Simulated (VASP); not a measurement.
# TiO2 (P4_2/mnm) in VASP: a series of runs, part 2 of 2

VASP 6.6.1. The steps go on from the part before.

**3. Single point, LDA (9.53 Å³/atom)**

INCAR reads:

```
SYSTEM = TiO2
PREC = Accurate
ENCUT = 520
EDIFF = 1E-6
ISMEAR = 0
SIGMA = 0.05
LREAL = .False.
LASPH = .True.
NELM = 60
ALGO = Normal
ISIF = 2
LWAVE = .False.
LCHARG = .True.
GGA = CA
LELF = .True.
LVHAR = .True.
NBANDS = 33
```

KPOINTS reads:

```
Automatic mesh
0
Gamma
  8 8 10
  0 0 0
```

POSCAR reads:

```
TiO2
1.0
    4.4073935645      0.0000000000      0.0000000000
    0.0000000000      4.4073935645      0.0000000000
    0.0000000000      0.0000000000      2.9423759436
Ti O
2 4
Direct
    0.0000000000      0.0000000000      0.0000000000
    0.5000000000      0.5000000000      0.5000000000
    0.3039457556      0.3039457556      0.0000000000
    0.1960542444      0.8039457556      0.5000000000
    0.6960542444      0.6960542444      0.0000000000
    0.8039457556      0.1960542444      0.5000000000
```

Potentials or basis: VASP PAW LDA potentials, release 64 (Ti_sv, O).

Launch:

```console
$ cat potpaw_LDA.64/Ti_sv/POTCAR potpaw_LDA.64/O/POTCAR > POTCAR
$ mpirun -np 1 vasp_std > vasp.out
```

OUTCAR:

```text
SYSTEM = TiO2
   PREC = Accurate
   ENCUT = 520
   EDIFF = 1E-6
   ISMEAR = 0
   LREAL = .False.
   LASPH = .True.
   NELM = 60
   ISIF = 2
   GGA = CA

 ion  position               nearest neighbor table
   1  0.000  0.000  0.000-   3 1.89   5 1.89   4 1.91   6 1.91   4 1.91   6 1.91
   2  0.500  0.500  0.500-   4 1.89   6 1.89   5 1.91   3 1.91   3 1.91   5 1.91
   3  0.304  0.304  0.000-   1 1.89   2 1.91   2 1.91
   4  0.196  0.804  0.500-   2 1.89   1 1.91   1 1.91
   5  0.696  0.696  0.000-   1 1.89   2 1.91   2 1.91
   6  0.804  0.196  0.500-   2 1.89   1 1.91   1 1.91

  LATTYP: Found a simple tetragonal cell.
 ALAT       =     4.4073935645
 C/A-ratio  =     0.6676000000

  Lattice vectors:

 A1 = (   4.4073935645,   0.0000000000,   0.0000000000)
 A2 = (   0.0000000000,   4.4073935645,   0.0000000000)
 A3 = (   0.0000000000,   0.0000000000,   2.9423759436)

Analysis of symmetry for initial positions (statically):
=====================================================================
 Subroutine PRICEL returns:
 Original cell was already a primitive cell.

 Routine SETGRP: Setting up the symmetry group for a
 simple tetragonal supercell.

 Subroutine GETGRP returns: Found 16 space group operations
 (whereof  8 operations were pure point group operations)
 out of a pool of 16 trial point group operations.

The static configuration has the point symmetry D_2h.
 The point group associated with its full space group is D_4h.

Analysis of symmetry for dynamics (positions and initial velocities):
=====================================================================
 Subroutine PRICEL returns:
 Original cell was already a primitive cell.

 Routine SETGRP: Setting up the symmetry group for a
 simple tetragonal supercell.

 Subroutine GETGRP returns: Found 16 space group operations
 (whereof  8 operations were pure point group operations)
 out of a pool of 16 trial point group operations.

The dynamic configuration has the point symmetry D_2h.
 The point group associated with its full space group is D_4h.

 Subroutine INISYM returns: Found 16 space group operations
 (whereof  8 operations are pure point group operations),
 and found     1 'primitive' translations

----------------------------------------------------------------------------------------

                                     Primitive cell

  volume of cell :      57.1560

  direct lattice vectors                    reciprocal lattice vectors
     4.407393565  0.000000000  0.000000000     0.226891469  0.000000000  0.000000000
     0.000000000  4.407393565  0.000000000     0.000000000  0.226891469  0.000000000
     0.000000000  0.000000000  2.942375944     0.000000000  0.000000000  0.339861397

  length of vectors
     4.407393565  4.407393565  2.942375944     0.226891469  0.226891469  0.339861397

  position of ions in fractional coordinates (direct lattice)
     0.000000000  0.000000000  0.000000000
     0.500000000  0.500000000  0.500000000
     0.303945756  0.303945756  0.000000000
[... 35 lines left out ...]
 ===========================================

 Found     90 irreducible k-points:

 Following reciprocal coordinates:
            Coordinates               Weight
  0.000000  0.000000  0.000000      1.000000
  0.125000  0.000000  0.000000      4.000000
  0.250000  0.000000  0.000000      4.000000
  0.375000  0.000000  0.000000      4.000000
  0.500000  0.000000  0.000000      2.000000
  0.125000  0.125000  0.000000      4.000000
[... 16 lines left out ...]
  0.375000  0.125000  0.100000     16.000000
  0.500000  0.125000  0.100000      8.000000
 [... further k-points ...]
   k-points           NKPTS =     90   k-points in BZ     NKDIM =     90   number of bands    NBANDS=     33
   number of dos      NEDOS =    301   number of ions     NIONS =      6
   total plane-waves  NPLWV =  31104
   dimension x,y,z NGX =    36 NGY =   36 NGZ =   24
   dimension x,y,z NGXF=    72 NGYF=   72 NGZF=   48
   ions per type =               2   4
   NGX,Y,Z   is equivalent  to a cutoff of  13.58, 13.58, 13.56 a.u.
   NGXF,Y,Z  is equivalent  to a cutoff of  27.16, 27.16, 27.12 a.u.
 SYSTEM =  TiO2
   PREC   = accura    normal or accurate (medium, high low for compatibility)
   ISTART =      0    job   : 0-new  1-cont  2-samecut
   ICHARG =      2    charge: 1-file 2-atom 10-const
   ISPIN  =      1    spin polarized calculation?
   LNONCOLLINEAR =      F non collinear calculations
   LSORBIT =      F    spin-orbit coupling
   LASPH  =      T    aspherical Exc in radial PAW
   ENCUT  =  520.0 eV  38.22 Ry    6.18 a.u.   8.19  8.19  5.47*2*pi/ulx,y,z
   NELM   =     60;   NELMIN=  2; NELMDL= -5     # of ELM steps
   EDIFF  = 0.1E-05   stopping-criterion for ELM
   LREAL  =      F    real-space projection
   EDIFFG = 0.1E-04   stopping-criterion for IOM
   NSW    =      0    number of steps for IOM
   IBRION =     -1    ionic relax: 0-MD 1-quasi-New 2-CG
   NFREE  =      0    steps in history (QN), initial steepest desc. (CG)
   ISIF   =      2    stress and relaxation
   ISYM   =      2    0-nonsym 1-usesym 2-fastsym
   POTIM  = 0.5000    time-step for ionic-motion
   TEBEG  =    0.0;   TEEND  =   0.0 temperature during run
   PSTRESS=    0.0 pullay stress
   NELECT =      48.0000    total number of electrons
   NUPDOWN=      -1.0000    fix difference up-down
   EMIN   =  10.00;   EMAX   =-10.00  energy-range for DOS
   EFERMI =   0.00;   METHOD = LEGACY
   ISMEAR =     0;   SIGMA  =   0.05  broadening in eV -4-tet -1-fermi 0-gaus
   EFERMI_NEDOS =   21; number of points for ismear=-14 and -15
   IALGO  =     38    algorithm
   IMIX   =      4    mixing-type and parameters
     AMIX     =   0.40;   BMIX     =  1.00
     AMIX_MAG =   1.60;   BMIX_MAG =  1.00
  volume/ion in A,a.u.               =       9.53        64.28
  Fermi-wavevector in a.u.,A,eV,Ry     =   1.544548  2.918772 32.458430  2.385627
  Thomas-Fermi vector in A             =   2.650053
   LORBIT       =      0    0 simple, 1 ext, 2 COOP (PROOUT), +10 PAW based schemes
   GGA     = CA    functional components
   LHFCALC =     F    Hartree Fock is set to
   AEXX    =    0.0000 exact exchange contribution
   IVDW    =     0    specifies the selected vdW correction
   LEPSILON=     F    determine dielectric tensor
   LRPA    =     F    only Hartree local field effects (RPA)
 non-spin polarized calculation
 Gauss-broadening in eV      SIGMA  =   0.05
  energy-cutoff  :      520.00
  volume of cell :       57.16
 maximum number of plane-waves:      1564
 NGX is ok and might be reduce to    36
   NGX = 17   NGY = 17   NGZ = 11

 number of electron      47.9999971 magnetization

 Free energy of the ion-electron system (eV)
  ---------------------------------------------------
  ext. energy  EPLUGINS =         0.00000000
  ---------------------------------------------------
  free energy    TOTEN  =       -58.57375612 eV

  energy without entropy =      -58.57375612  energy(sigma->0) =      -58.57375612

 E-fermi :   5.9079     XC(G=0): -12.4754

 val. band max:        5.6276136161   @ k =   0.0000   0.0000   0.0000
 cond. band min:       7.5341598348   @ k =   0.0000   0.0000   0.0000
 fundamental gap:      1.9065462186
 Fermi energy:         5.9079423656

 k-point     1 :       0.0000    0.0000    0.0000
  band No.  band energies     occupation
      1     -50.3860      2.00000
      2     -50.3542      2.00000
      3     -27.1992      2.00000
      4     -27.1992      2.00000
      5     -26.9534      2.00000
      6     -26.9534      2.00000
[... 853 lines left out ...]
     32      12.1320      0.00000
     33      12.6629      0.00000

 [... further k-points ...]

------------------------ aborting loop because EDIFF is reached ----------------------------------------

  FORCE on cell =-STRESS in cart. coord.  units (eV):
  Direction    XX          YY          ZZ          XY          YZ          ZX
  --------------------------------------------------------------------------------------
  -------------------------------------------------------------------------------------
  Total        6.5637097      6.5637097      3.6049888      0.0000000      0.0000000      0.0000000
  in kB      183.9916519    183.9916519    101.0538065      0.0000000      0.0000000      0.0000000
  external PRESSURE =     156.3457034 kB  Pullay stress =       0.0000000 kB

 VOLUME and BASIS-vectors are now :
 -----------------------------------------------------------------------------
  energy-cutoff  :      520.00
  volume of cell :       57.16
      direct lattice vectors                 reciprocal lattice vectors
     4.407393565  0.000000000  0.000000000     0.226891469  0.000000000  0.000000000
     0.000000000  4.407393565  0.000000000     0.000000000  0.226891469  0.000000000
     0.000000000  0.000000000  2.942375944     0.000000000  0.000000000  0.339861397

 POSITION                                       TOTAL-FORCE (eV/Angst)
 -----------------------------------------------------------------------------------
      0.00000      0.00000      0.00000         0.000000      0.000000      0.000000
      2.20370      2.20370      1.47119         0.000000      0.000000      0.000000
      1.33961      1.33961      0.00000        -0.094405     -0.094405     -0.000000
      0.86409      3.54331      1.47119         0.094405     -0.094405     -0.000000
      3.06778      3.06778      0.00000         0.094405      0.094405      0.000000
      3.54331      0.86409      1.47119        -0.094405      0.094405      0.000000
 -----------------------------------------------------------------------------------
    total drift:                                0.000000      0.000000      0.000000

  FREE ENERGIE OF THE ION-ELECTRON SYSTEM (eV)
  ---------------------------------------------------
  free  energy   TOTEN  =       -58.5737561209 eV

  energy  without entropy=      -58.5737561209  energy(sigma->0) =      -58.57375612
```

Run time: 89 s. Hardware: 1 thread of Intel Xeon 6975P-C (Granite Rapids), shared host; peak memory 0.24 GiB.

Results:

```
Free energy            : -58.5738 eV
Pressure               : 15.6 GPa
Largest force          : 0.134 eV/Å
Band gap on the k mesh : 1.91 eV
```

Forces in eV/Å, atoms in the order of the input:
```
Ti   0.000  0.000  0.000
Ti   0.000  0.000  0.000
O   -0.094 -0.094  0.000
O    0.094 -0.094  0.000
O    0.094  0.094  0.000
O   -0.094  0.094  0.000
```

Caveat: the cell stands under pressure. A k mesh can miss the band edges.
